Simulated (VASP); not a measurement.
Write the native input for VASP 6.6.1 that does the following.

```
Task                   : single point
Functional             : BLYP
Potentials or basis    : VASP PAW PBE potentials, release 64 (Hf_pv, B)
Cutoff                 : 500 eV
k mesh                 : 7 × 7 × 7
Occupations            : methfessel-paxton, width 0.054 eV
Spin                   : no spin polarisation
Hubbard terms          : Hf d U = 6.6 eV
Dipole correction      : no
Further INCAR settings : ALGO = Normal; EDIFF = 1e-06; NBANDS = 14
```

The structure of HfB lies in POSCAR:

```
HfB
1.0
    0.0000000000      2.3100000000      2.3100000000
    2.3100000000      0.0000000000      2.3100000000
    2.3100000000      2.3100000000      0.0000000000
Hf B
1 1
Direct
    0.5000000000      0.5000000000      0.5000000000
    0.0000000000      0.0000000000      0.0000000000
```

These files were run (other wordings do the same):

INCAR

```
SYSTEM = HfB
  PREC = Accurate
  ENCUT = 500
  EDIFF = 1E-6
  ISMEAR = 1
  SIGMA = 0.054
  LREAL = .FALSE.
  LASPH = .TRUE.
  NELM = 200
  ALGO = Normal
  ISIF = 2
  LWAVE = .FALSE.
  LCHARG = .FALSE.
  LMAXMIX = 4
  LDAU = .TRUE.
  LDAUTYPE = 2
  LDAUL = 2 -1
  LDAUU = 6.6 0
  LDAUJ = 0 0
  LDAUPRINT = 1
  GGA = B5
  ALDAX = 1.0
  AGGAX = 1.0
  AGGAC = 1.0
  ALDAC = 0.0
  NBANDS = 14
  GGA_COMPAT = .FALSE.
```

KPOINTS

```
regular mesh
0
G
  7 7 7
  0 0 0
```

Potentials or basis: VASP PAW PBE potentials, release 64 (Hf_pv, B).

Run with:

```sh
$ cat potpaw_PBE.64/Hf_pv/POTCAR potpaw_PBE.64/B/POTCAR > POTCAR
$ mpirun -np 1 vasp_std > vasp.out
```

Results of the run:

The pressure is 63.9 GPa. The band gap on the k mesh is zero (an odd number of electrons rules out a gap without spin polarisation).

Caveat: the cell stands under pressure; the PAW data sets were made with another functional, which shifts forces and pressure a little; spin-orbit coupling is left out, which moves the levels of the heavy elements; U without spin polarisation on a metal has little footing; the U is typed as a test and isn't derived for this compound.

Run time: 17 s on 1 thread of Intel Xeon 8259CL, with other jobs on the host, peak memory 0.14 GiB.
